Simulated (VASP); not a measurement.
HgTe:

```
CELL_PARAMETERS angstrom
-3.04560 3.04560 1.55941
3.04560 -3.04560 1.55941
3.04560 3.04560 -1.55941
ATOMIC_POSITIONS crystal
Hg 0.75000 0.25000 0.50000
Te 0.00000 0.00000 0.00000
```

```yaml
Program: VASP 6.6.1
Task: relaxation of cell and atoms
Functional: PBEsol
Dispersion: D4
Potentials_or_basis: VASP PAW PBE potentials, release 64 (Hg, Te)
Cutoff: 600 eV
k_mesh: 10 × 10 × 10
Occupations: fermi-dirac, width 0.05 eV
Spin: no spin polarisation
```

At the start: pressure -4.6 GPa; volume 28.93 Å³/atom.

How do energy, volume and symmetry change on relaxing?

Over 11 steps the energy falls by 76.8 meV/atom and the volume is 25.93 Å³/atom (-10.4 %); space group I-4m2 (No. 119, to 0.1 Å) before and after.

The path:
| step | energy change (eV) | largest force (eV/Å) | pressure (GPa) | volume (Å³) |
| --- | --- | --- | --- | --- |
| 1 | 0.0000 | 0.0000 | -4.58 | 57.86 |
| 2 | -0.1330 | 0.0000 | 0.96 | 51.17 |
| 3 | -0.1330 | 0.0000 | 0.92 | 51.20 |
| 4 | -0.1519 | 0.0000 | 0.81 | 51.23 |
| 5 | -0.1520 | 0.0000 | 0.80 | 51.23 |
| 6 | -0.1532 | 0.0000 | -0.34 | 52.18 |
| 7 | -0.1536 | 0.0000 | -0.07 | 51.87 |
| 8 | -0.1535 | 0.0000 | 0.06 | 51.82 |
| 9 | -0.1536 | 0.0000 | 0.05 | 51.84 |
| 10 | -0.1536 | 0.0000 | 0.03 | 51.86 |
| 11 | -0.1536 | 0.0000 | 0.02 | 51.86 |

Final structure:
```
CELL_PARAMETERS angstrom
-2.86228 2.86228 1.58256
2.86228 -2.86228 1.58256
2.86228 2.86228 -1.58256
ATOMIC_POSITIONS crystal
Hg 0.75000 0.25000 0.50000
Te 0.00000 0.00000 0.00000
```

Caveat: the PAW data sets were made with another functional, which shifts forces and pressure a little.
